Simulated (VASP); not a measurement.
# AsI: relaxation of cell and atoms with PBE

Crystal: AsI.

```xyz
2
Lattice="0.0000 3.0812 3.0812 3.0812 0.0000 3.0812 3.0812 3.0812 0.0000" Properties=species:S:1:pos:R:3 pbc="T T T"
As    0.0000    0.0000    0.0000
I     3.0812    3.0812    3.0812
```

- Program: VASP 6.6.1
- Task: relaxation of cell and atoms
- Functional: PBE
- Potentials or basis: VASP PAW PBE potentials, release 64 (As, I)
- Cutoff: 600 eV
- k mesh: 16 × 16 × 16
- Occupations: gaussian, width 0.1 eV
- Spin: no spin polarisation
- Dipole correction: no
- Further INCAR settings: ALGO = Normal; EDIFF = 1e-06; IBRION = 2; EDIFFG = -0.01; NSW = 100; ISIF = 3

The pressure after relaxing is 0.0 GPa. The band gap on the k mesh is zero (band 6 reaches 7.79 eV, above the bottom of band 7 at 4.28 eV).

Final structure:
```xyz
2
Lattice="0.0000 3.0812 3.0812 3.0812 0.0000 3.0812 3.0812 3.0812 0.0000" Properties=species:S:1:pos:R:3 pbc="T T T"
As    0.0000    0.0000    0.0000
I     3.0812    3.0812    3.0812
```

Levels at points of the mesh, in eV from the Fermi level:
| k point | band 4 | band 5 | band 6 | band 7 | band 8 | band 9 |
| --- | --- | --- | --- | --- | --- | --- |
| (0.00, 0.00, 0.00) | -3.50 | -3.50 | 1.23 | 1.23 | 1.23 | 4.84 |
| (0.50, 0.00, 0.00) | -3.16 | -2.62 | -1.25 | -1.13 | -1.13 | 7.68 |
| (0.50, 0.50, 0.00) | -4.83 | -4.83 | 2.39 | 2.39 | 2.42 | 3.51 |

It took 57 s on 1 thread of Intel(R) Xeon(R) Platinum 8259CL CPU @ 2.50GHz (Skylake/Cascade Lake) (shared host), peak memory 0.29 GiB.

Caveat: the relaxation stopped at its first step, so nothing moved; spin-orbit coupling is left out, which moves the levels of the heavy elements.
